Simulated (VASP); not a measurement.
# Sn (Fd-3m) in VASP: a series of runs

Sn is run at these levels: PBEsol; tasks: relaxation of cell and atoms.

Program: VASP 6.6.1. These are calculated values, not measurements. Logs are shortened: lines on timing, memory, paths and dates and some standing lists are left out, and cuts for length are marked.

### 1 The cell of the first run

It takes space group Fd-3m (No. 227, cubic). Conventional cell: a = 6.541 Å, b = 6.541 Å, c = 6.541 Å, α = 90.00°, β = 90.00°, γ = 90.00°. Sn (site symmetry -43m) has 4 Sn at 2.83 Å within 3.7 Å.

### 2 Relaxation of cell and atoms, PBEsol

INCAR

```
  PREC = Accurate
  ENCUT = 600
  EDIFF = 1E-6
  ISMEAR = -1
  SIGMA = 0.15
  LREAL = False
  LASPH = True
  NELM = 80
  ALGO = Fast
  ISIF = 3
  LWAVE = False
  LCHARG = False
  GGA = PS
  IBRION = 2
  NSW = 80
  EDIFFG = -0.001
```

KPOINTS

```
regular mesh
0
Gamma
  12 12 12
```

POSCAR

```
Sn
1.0
    0.0000000000      3.2705270536      3.2705270536
    3.2705270536      0.0000000000      3.2705270536
    3.2705270536      3.2705270536      0.0000000000
Sn
2
Direct
    0.5000000000      0.5000000000      0.5000000000
    0.7500000000      0.7500000000      0.7500000000
```

Potentials or basis: VASP PAW PBE potentials, release 64 (Sn_d).

Launch:

```bash
> cat potpaw_PBE.64/Sn_d/POTCAR > POTCAR
> mpirun -np 1 vasp_std > vasp.out
```

OUTCAR:

```text
PREC = Accurate
   ENCUT = 600
   EDIFF = 1E-6
   ISMEAR = -1
   LREAL = False
   LASPH = True
   NELM = 80
   ISIF = 3
   GGA = PS
   IBRION = 2
   NSW = 80
   EDIFFG = -0.001

 ion  position               nearest neighbor table
   1  0.500  0.500  0.500-   2 2.83   2 2.83   2 2.83   2 2.83
   2  0.750  0.750  0.750-   1 2.83   1 2.83   1 2.83   1 2.83

  LATTYP: Found a face centered cubic cell.
 ALAT       =     6.5410541072

  Lattice vectors:

 A1 = (   0.0000000000,   3.2705270536,   3.2705270536)
 A2 = (   3.2705270536,   0.0000000000,   3.2705270536)
 A3 = (   3.2705270536,   3.2705270536,   0.0000000000)

Analysis of symmetry for initial positions (statically):
=====================================================================
 Subroutine PRICEL returns:
 Original cell was already a primitive cell.

 Routine SETGRP: Setting up the symmetry group for a
 face centered cubic supercell.

 Subroutine GETGRP returns: Found 48 space group operations
 (whereof 24 operations were pure point group operations)
 out of a pool of 48 trial point group operations.

The static configuration has the point symmetry T_d .
 The point group associated with its full space group is O_h .

Analysis of symmetry for dynamics (positions and initial velocities):
=====================================================================
 Subroutine PRICEL returns:
 Original cell was already a primitive cell.

 Routine SETGRP: Setting up the symmetry group for a
 face centered cubic supercell.

 Subroutine GETGRP returns: Found 48 space group operations
 (whereof 24 operations were pure point group operations)
 out of a pool of 48 trial point group operations.

The dynamic configuration has the point symmetry T_d .
 The point group associated with its full space group is O_h .

 Subroutine INISYM returns: Found 48 space group operations
 (whereof 24 operations are pure point group operations),
 and found     1 'primitive' translations

----------------------------------------------------------------------------------------

                                     Primitive cell

  volume of cell :      69.9654

  direct lattice vectors                    reciprocal lattice vectors
     0.000000000  3.270527054  3.270527054    -0.152880558  0.152880558  0.152880558
     3.270527054  0.000000000  3.270527054     0.152880558 -0.152880558  0.152880558
     3.270527054  3.270527054  0.000000000     0.152880558  0.152880558 -0.152880558

  length of vectors
     4.625223715  4.625223715  4.625223715     0.264796893  0.264796893  0.264796893

  position of ions in fractional coordinates (direct lattice)
     0.500000000  0.500000000  0.500000000
     0.750000000  0.750000000  0.750000000

  ion indices of the primitive-cell ions
   primitive index   ion index
                 1           1
                 2           2

----------------------------------------------------------------------------------------

 KPOINTS: regular mesh

Automatic generation of k-mesh.
 Grid dimensions read from file:
 generate k-points for:   12   12   12

 Generating k-lattice:

  Cartesian coordinates                     Fractional coordinates (reciprocal lattice)
    -0.012740046  0.012740046  0.012740046     0.083333333  0.000000000  0.000000000
     0.012740046 -0.012740046  0.012740046     0.000000000  0.083333333  0.000000000
     0.012740046  0.012740046 -0.012740046     0.000000000  0.000000000  0.083333333

  Length of vectors
     0.022066408  0.022066408  0.022066408

  Shift w.r.t. Gamma in fractional coordinates (k-lattice)
     0.000000000  0.000000000  0.000000000

 Subroutine IBZKPT returns following result:
 ===========================================

 Found     72 irreducible k-points:

 Following reciprocal coordinates:
            Coordinates               Weight
  0.000000  0.000000  0.000000      1.000000
  0.083333  0.000000  0.000000      8.000000
  0.166667  0.000000  0.000000      8.000000
  0.250000  0.000000  0.000000      8.000000
  0.333333  0.000000  0.000000      8.000000
  0.416667  0.000000  0.000000      8.000000
[... 16 lines left out ...]
  0.500000  0.166667  0.000000     24.000000
 -0.416667  0.166667  0.000000     24.000000
 [... further k-points ...]
   k-points           NKPTS =     72   k-points in BZ     NKDIM =     72   number of bands    NBANDS=     18
   number of dos      NEDOS =    301   number of ions     NIONS =      2
   total plane-waves  NPLWV =  64000
   dimension x,y,z NGX =    40 NGY =   40 NGZ =   40
   dimension x,y,z NGXF=    80 NGYF=   80 NGZF=   80
   ions per type =               2
   NGX,Y,Z   is equivalent  to a cutoff of  14.38, 14.38, 14.38 a.u.
   NGXF,Y,Z  is equivalent  to a cutoff of  28.75, 28.75, 28.75 a.u.
 SYSTEM =  unknown system
   PREC   = accura    normal or accurate (medium, high low for compatibility)
   ISTART =      0    job   : 0-new  1-cont  2-samecut
   ICHARG =      2    charge: 1-file 2-atom 10-const
   ISPIN  =      1    spin polarized calculation?
   LNONCOLLINEAR =      F non collinear calculations
   LSORBIT =      F    spin-orbit coupling
   LASPH  =      T    aspherical Exc in radial PAW
   ENCUT  =  600.0 eV  44.10 Ry    6.64 a.u.   9.24  9.24  9.24*2*pi/ulx,y,z
   NELM   =     80;   NELMIN=  2; NELMDL= -5     # of ELM steps
   EDIFF  = 0.1E-05   stopping-criterion for ELM
   LREAL  =      F    real-space projection
   EDIFFG = -.1E-02   stopping-criterion for IOM
   NSW    =     80    number of steps for IOM
   IBRION =      2    ionic relax: 0-MD 1-quasi-New 2-CG
   NFREE  =      1    steps in history (QN), initial steepest desc. (CG)
   ISIF   =      3    stress and relaxation
   ISYM   =      2    0-nonsym 1-usesym 2-fastsym
   POTIM  = 0.5000    time-step for ionic-motion
   TEBEG  =    0.0;   TEEND  =   0.0 temperature during run
   PSTRESS=    0.0 pullay stress
   NELECT =      28.0000    total number of electrons
   NUPDOWN=      -1.0000    fix difference up-down
   EMIN   =  10.00;   EMAX   =-10.00  energy-range for DOS
   EFERMI =   0.00;   METHOD = LEGACY
   ISMEAR =    -1;   SIGMA  =   0.15  broadening in eV -4-tet -1-fermi 0-gaus
   EFERMI_NEDOS =   21; number of points for ismear=-14 and -15
   IALGO  =     68    algorithm
   IMIX   =      4    mixing-type and parameters
     AMIX     =   0.40;   BMIX     =  1.00
     AMIX_MAG =   1.60;   BMIX_MAG =  1.00
  volume/ion in A,a.u.               =      34.98       236.07
  Fermi-wavevector in a.u.,A,eV,Ry     =   1.206423  2.279810 19.802701  1.455457
  Thomas-Fermi vector in A             =   2.342091
   LORBIT       =      0    0 simple, 1 ext, 2 COOP (PROOUT), +10 PAW based schemes
   GGA     = PS    functional components
   LHFCALC =     F    Hartree Fock is set to
   AEXX    =    0.0000 exact exchange contribution
   IVDW    =     0    specifies the selected vdW correction
   LEPSILON=     F    determine dielectric tensor
   LRPA    =     F    only Hartree local field effects (RPA)
 conjugate gradient relaxation of ions
 non-spin polarized calculation
 RMM-DIIS sequential band-by-band and
  energy-cutoff  :      600.00
  volume of cell :       69.97
 maximum number of plane-waves:      2357
 NGX is ok and might be reduce to    40
   NGX = 19   NGY = 19   NGZ = 19

--------------------------------------- Ionic step        1  -------------------------------------------

 number of electron      28.0000003 magnetization

 Free energy of the ion-electron system (eV)
  ---------------------------------------------------
  ext. energy  EPLUGINS =         0.00000000
  ---------------------------------------------------
  free energy    TOTEN  =        -8.47276554 eV

  energy without entropy =       -8.45708265  energy(sigma->0) =       -8.46492409

------------------------ aborting loop because EDIFF is reached ----------------------------------------

  FORCE on cell =-STRESS in cart. coord.  units (eV):
  Direction    XX          YY          ZZ          XY          YZ          ZX
  --------------------------------------------------------------------------------------
  -------------------------------------------------------------------------------------
  Total       -0.0104770     -0.0104770     -0.0104770     -0.0000000      0.0000000     -0.0000000
  in kB       -0.2399179     -0.2399179     -0.2399179     -0.0000000      0.0000000     -0.0000000
  external PRESSURE =      -0.2399179 kB  Pullay stress =       0.0000000 kB

 VOLUME and BASIS-vectors are now :
 -----------------------------------------------------------------------------
  energy-cutoff  :      600.00
  volume of cell :       69.97
      direct lattice vectors                 reciprocal lattice vectors
     0.000000000  3.270527054  3.270527054    -0.152880558  0.152880558  0.152880558
     3.270527054  0.000000000  3.270527054     0.152880558 -0.152880558  0.152880558
     3.270527054  3.270527054  0.000000000     0.152880558  0.152880558 -0.152880558
[... 73 lines left out ...]
 POSITION                                       TOTAL-FORCE (eV/Angst)
 -----------------------------------------------------------------------------------
      3.27022      3.27022      3.27022         0.000000     -0.000000      0.000000
      4.90533      4.90533      4.90533        -0.000000      0.000000     -0.000000
 -----------------------------------------------------------------------------------
    total drift:                               -0.000000     -0.000000      0.000000

  FREE ENERGIE OF THE ION-ELECTRON SYSTEM (eV)
  ---------------------------------------------------
  free  energy   TOTEN  =        -8.4727642077 eV

  energy  without entropy=       -8.4570954181  energy(sigma->0) =       -8.46492981

--------------------------------------- Ionic step        4  -------------------------------------------

 number of electron      28.0000003 magnetization

 Free energy of the ion-electron system (eV)
  ---------------------------------------------------
  ext. energy  EPLUGINS =         0.00000000
  ---------------------------------------------------
  free energy    TOTEN  =        -8.47276354 eV

  energy without entropy =       -8.45709716  energy(sigma->0) =       -8.46493035

 E-fermi :   5.2786     XC(G=0):  -8.9654

 val. band max:        5.1922852058   @ k =   0.0833   0.0000   0.0000
 cond. band min:       5.3083406071   @ k =   0.3333   0.0000   0.0000
 fundamental gap:      0.1160554013
 Fermi energy:         5.2785969109

 k-point     1 :       0.0000    0.0000    0.0000
  band No.  band energies     occupation
      1     -16.3111      2.00000
      2     -16.3111      2.00000
      3     -16.3111      2.00000
      4     -16.2537      2.00000
      5     -16.2537      2.00000
      6     -15.9608      2.00000
[... 10 lines left out ...]
     17       7.3901      0.00000
     18       7.3901      0.00000
[... 463 lines left out ...]
 k-point    24 :      -0.4167    0.1667    0.0000
  band No.  band energies     occupation
      1     -16.3675      2.00000
      2     -16.3530      2.00000
      3     -16.2537      2.00000
      4     -16.1804      2.00000
      5     -16.1712      2.00000
      6     -16.0470      2.00000
[... 10 lines left out ...]
     17       9.1689      0.00000
     18      11.1707      0.00000

 [... further k-points ...]
[... 5 lines left out ...]
  --------------------------------------------------------------------------------------
  -------------------------------------------------------------------------------------
  Total       -0.0012117     -0.0012117     -0.0012117     -0.0000000      0.0000000     -0.0000000
  in kB       -0.0277558     -0.0277558     -0.0277558     -0.0000000      0.0000000     -0.0000000
  external PRESSURE =      -0.0277558 kB  Pullay stress =       0.0000000 kB

 VOLUME and BASIS-vectors are now :
 -----------------------------------------------------------------------------
  energy-cutoff  :      600.00
  volume of cell :       69.94
      direct lattice vectors                 reciprocal lattice vectors
     0.000000000  3.270170474  3.270170474    -0.152897228  0.152897228  0.152897228
     3.270170474  0.000000000  3.270170474     0.152897228 -0.152897228  0.152897228
     3.270170474  3.270170474  0.000000000     0.152897228  0.152897228 -0.152897228

 POSITION                                       TOTAL-FORCE (eV/Angst)
 -----------------------------------------------------------------------------------
      3.27017      3.27017      3.27017         0.000000      0.000000     -0.000000
      4.90526      4.90526      4.90526        -0.000000     -0.000000      0.000000
 -----------------------------------------------------------------------------------
    total drift:                               -0.000000     -0.000000      0.000000

  FREE ENERGIE OF THE ION-ELECTRON SYSTEM (eV)
  ---------------------------------------------------
  free  energy   TOTEN  =        -8.4727635422 eV

  energy  without entropy=       -8.4570971560  energy(sigma->0) =       -8.46493035

 reached required accuracy - stopping structural energy minimisation
```

Wall time 3.5 min (1 thread of Intel Xeon 6975P-C, shared host); peak memory 0.3 GiB.

Results:

* Free energy: -8.4728 eV
* Relaxed volume: 34.97 Å³/atom
* Relaxed cell: a = 4.625 Å, b = 4.625 Å, c = 4.625 Å, α = 60.00°, β = 60.00°, γ = 60.00°
* Space group after relaxing (to 0.05 Å): Fd-3m (No. 227)
* Energy gained by relaxing: 0.0 meV/atom
* Ionic steps: 4
* Pressure after relaxing: 0.0 GPa
* Band gap on the k mesh: zero (band 14 reaches 5.33 eV, above the bottom of band 15 at 5.14 eV)

Final structure:
```
Sn
1.0
     0.00000    3.27017    3.27017
     3.27017    0.00000    3.27017
     3.27017    3.27017    0.00000
Sn
2
Direct
  0.50000 0.50000 0.50000
  0.75000 0.75000 0.75000
```

Caveat: the PAW data sets were made with another functional, which shifts forces and pressure a little; spin-orbit coupling is left out, which moves the levels of the heavy elements.

### 3 Relaxation of cell and atoms, PBEsol

This run uses another cell than the first one, of 35.45 Å³/atom, 1.013 times its volume.

INCAR

```
  PREC = Accurate
  ENCUT = 600
  EDIFF = 1E-6
  ISMEAR = 0
  SIGMA = 0.1
  LREAL = F
  LASPH = T
  NELM = 80
  ALGO = Fast
  ISIF = 3
  LWAVE = F
  LCHARG = F
  GGA = PS
  IBRION = 2
  NSW = 100
  EDIFFG = -0.002
```

KPOINTS

```
Automatic mesh
0
Gamma
  12 12 12
```

POSCAR

```
Sn
1.0
    0.0000000000      3.2849870000      3.2849870000
    3.2849870000      0.0000000000      3.2849870000
    3.2849870000      3.2849870000      0.0000000000
Sn
2
Direct
    0.5000000000      0.5000000000      0.5000000000
    0.7500000000      0.7500000000      0.7500000000
```

Potentials or basis: VASP PAW PBE potentials, release 64 (Sn_d).

Launch:

```bash
> cat potpaw_PBE.64/Sn_d/POTCAR > POTCAR
> mpirun -np 1 vasp_std > vasp.out
```

It took 5.3 min on 1 thread of Intel Xeon 6975P-C, shared host; peak memory 0.31 GiB.

The run converged. Its results:

| Property | Result |
| --- | --- |
| Free energy | -8.4664 eV |
| Relaxed volume | 34.97 Å³/atom |
| Relaxed cell | a = 4.624 Å, b = 4.624 Å, c = 4.624 Å, α = 60.00°, β = 60.00°, γ = 60.00° |
| Space group after relaxing (to 0.05 Å) | Fd-3m (No. 227) |
| Energy gained by relaxing | 0.9 meV/atom |
| Ionic steps | 6 |
| Pressure after relaxing | 0.0 GPa |
| Band gap on the k mesh | zero (band 14 reaches 5.33 eV, above the bottom of band 15 at 5.14 eV) |

Step by step:
```tsv
step	energy change (eV)	largest force (eV/Å)	pressure (GPa)	volume (Å³)
1	0.0000	0.0000	-0.61	70.90
2	-0.0015	0.0000	0.25	69.52
3	-0.0018	0.0000	0.02	69.92
4	-0.0018	0.0000	-0.08	69.96
5	-0.0018	0.0000	-0.02	69.94
6	-0.0018	0.0000	0.01	69.93
```

Final structure:
```xyz
2
Lattice="0.0000 3.2700 3.2700 3.2700 0.0000 3.2700 3.2700 3.2700 0.0000" Properties=species:S:1:pos:R:3 pbc="T T T"
Sn    3.2700    3.2700    3.2700
Sn    4.9050    4.9050    4.9050
```

Levels at points of the mesh, in eV from the Fermi level:
| k point | band 10 | band 11 | band 12 | band 13 | band 14 | band 15 | band 16 | band 17 | band 18 |
| --- | --- | --- | --- | --- | --- | --- | --- | --- | --- |
| (0.00, 0.00, 0.00) | -21.18 | -10.46 | -0.84 | 0.10 | 0.10 | 0.10 | 2.17 | 2.17 | 2.17 |
| (0.50, 0.00, 0.00) | -21.13 | -8.88 | -6.22 | -1.07 | -1.07 | -0.09 | 3.22 | 3.22 | 5.56 |
| (0.50, 0.50, 0.00) | -21.11 | -7.44 | -7.44 | -2.38 | -2.38 | 0.80 | 0.80 | 7.58 | 7.58 |

Caveat: the PAW data sets were made with another functional, which shifts forces and pressure a little; spin-orbit coupling is left out, which moves the levels of the heavy elements.
